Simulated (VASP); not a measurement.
Here is a VASP 6.6.1 calculation.

The input INCAR:

```
PREC     = Accurate       # precision mode
ENCUT    = 520            # plane-wave cutoff, eV
EDIFF    = 1E-6           # SCF threshold, eV
ISMEAR   = -1             # smearing method
SIGMA    = 0.02           # smearing width, eV
LREAL    = Auto         
LASPH    = True           # aspherical terms in the spheres
NELM     = 100            # most SCF steps
ALGO     = Normal         # electronic algorithm
ISIF     = 2              # what is computed and relaxed
LWAVE    = False          # write WAVECAR
LCHARG   = False          # write CHGCAR
GGA      = PE             # functional
IVDW     = 12             # dispersion correction
NBANDS   = 45             # bands
```

The input KPOINTS:

```
Automatic mesh
0
Gamma
  1 1 1
```

File POSCAR:

```
H15NO6
1.0
    5.8196320000      0.0000000000      0.0000000000
    0.0000000000      5.8196320000      0.0000000000
    0.0000000000      0.0000000000      5.8196320000
O H N
6 15 1
Direct
    1.1154272313      0.6565887136      0.8806574521
   -0.0997279470      0.1604756239      0.7675744750
    0.6261126095      0.8873700931      0.0480541228
    0.6146847926      0.1628619448      0.4209737275
    0.4786910482      0.4218475232      1.0311373280
    0.4006688087      0.6640149778      0.5217718227
    1.1090911444      0.7856559495      1.0181426336
    0.9889276201      0.5473762966      0.8894751673
   -0.1911227576      0.1647777195      0.6209278742
    0.0349238103      0.0670315697      0.7335245961
    0.7396905076      0.9454142062     -0.0635421808
    0.6092639914      0.7192200227      0.0368159110
    0.5564104515      0.3113540087      0.3675862406
    0.6140980774      0.0626166080      0.2820749060
    0.3348077047      0.4993591843      0.9762970869
    0.5312769231      0.3324989664      0.8998837151
    0.5070175943      0.7848814557      0.5667391683
    0.2912125124      0.6562375046      0.6530184523
   -0.0171211131      0.0218603068      0.2598871891
    0.2183606796     -0.1281754312      0.3289877083
    0.2362651829      0.0951262415      0.1541644487
    0.1347308279     -0.0407979853      0.2000363553
```

Potentials or basis: VASP PAW PBE potentials, release 64 (O, H, N).

Run with:

```bash
$ cat potpaw_PBE.64/O/POTCAR potpaw_PBE.64/H/POTCAR potpaw_PBE.64/N/POTCAR > POTCAR
$ mpirun -np 1 vasp_gam > vasp.out
```

**Question.** What does it give for the dispersion energy per atom?

**Answer.** -0.039 eV.

**Question.** Predict the band gap on the k mesh.

**Answer.** 4.65 eV.

**Question.** Estimate the largest force.

**Answer.** 0.141 eV/Å.

**Question.** Predict the pressure.

**Answer.** 0.3 GPa.

Stress tensor (GPa, compression positive):
```
 1.17 -0.43  0.32
-0.43 -0.87 -0.37
 0.32 -0.37  0.54
```

Caveat: the k points lie up to 1.08 Å⁻¹ apart.
